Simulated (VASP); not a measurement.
Ti, 2 atoms in the cell. It takes space group P6_3/mmc (No. 194, hexagonal). The conventional cell has a = 2.900 Å, b = 2.900 Å, c = 4.600 Å, α = 90.00°, β = 90.00°, γ = 120.00°. Ti (site symmetry -6m2) has 12 Ti at 2.84 to 2.90 Å within 3.7 Å. 

```yaml
Program: VASP 6.6.1
Task: single point
Functional: PBEsol
Dispersion: D3(BJ)
Potentials_or_basis: VASP PAW PBE potentials, release 64 (Ti_sv)
Cutoff: 500 eV
k_mesh: 9 × 9 × 4
Occupations: gaussian, width 0.1 eV
Spin: no spin polarisation
Dipole_correction: no
Further_INCAR_settings: ALGO = Normal; EDIFF = 1e-06; NBANDS = 19
```

Potentials or basis: VASP PAW PBE potentials, release 64 (Ti_sv).

Run with:

```bash
$ cat potpaw_PBE.64/Ti_sv/POTCAR > POTCAR
$ mpirun -np 1 vasp_std > vasp.out
```

Hardware: 1 thread of Intel(R) Xeon(R) Platinum 8488C (Sapphire Rapids) (shared host).

**Question.** How long does it take, and how much memory?

**Answer.** Run time: 13 s on 1 thread of Intel(R) Xeon(R) Platinum 8488C (Sapphire Rapids) (shared host), peak memory 0.16 GiB. Counts: scf iterations 13, k points 36.
